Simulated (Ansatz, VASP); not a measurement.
## BN in VASP and in Ansatz

File INCAR:

```
SYSTEM = BN
ALGO = Normal
EDIFF = 1E-6
ENCUT = 520
GGA = PS
ISIF = 2
ISMEAR = 0
LASPH = .TRUE.
LCHARG = .FALSE.
LREAL = .FALSE.
LWAVE = .FALSE.
NBANDS = 11
NELM = 60
PREC = Accurate
SIGMA = 0.01
```

File KPOINTS:

```
k-points
0
G
  10 10 6
  0 0 0
```

Contents of POSCAR:

```
BN
1.0
    2.4869640287      0.0000000000      0.0000000000
   -1.2362339416      2.1579424799      0.0000000000
   -0.6253650435     -1.0789717357      2.9971393033
B N
1 1
Direct
    0.9796430000      0.9834990000      0.0018060000
    0.6685060000      0.3323850000      0.9849990000
```

Input for Ansatz:

```yaml
crystal:
  lattice:
    - [2.4869640287275865, 0.0, 0.0]
    - [-1.2362339416377155, 2.157942479888433, 0.0]
    - [-0.6253650435449354, -1.078971735742337, 2.9971393033009743]
  atoms:
    - { symbol: B, position: [0.979643, 0.983499, 0.001806] }
    - { symbol: "N", position: [0.668506, 0.332385, 0.984999] }
basis:
  ecutwfc: 500.0
kpoints:
  mp_grid:
    grid: [10, 10, 6]
hamiltonian:
  xc: pbesol
  pseudopotentials:
    kind: paw
scf:
  occupations:
    method: fixed
output:
  stress: true
```

Alike in both runs: task single point; functional PBEsol; k mesh 10 × 10 × 6; no spin polarisation.

```csv
,VASP,Ansatz
version,VASP 6.6.1,Ansatz 0.2.0
potentials or method,"VASP PAW PBE potentials, release 64 (B, N), cutoff 520 eV","plane waves, PAW"
occupations,"gaussian, width 0.01 eV",fixed
valence electrons in the cell,8,8
```

```tsv
	VASP	Ansatz	Ansatz less VASP
pressure (GPa)	9.1	8.8	-0.29
traceless stress, the component that is largest in VASP (GPa)	9.08	8.78	-0.297
```

VASP's potentials were made for PBE, not for PBEsol.
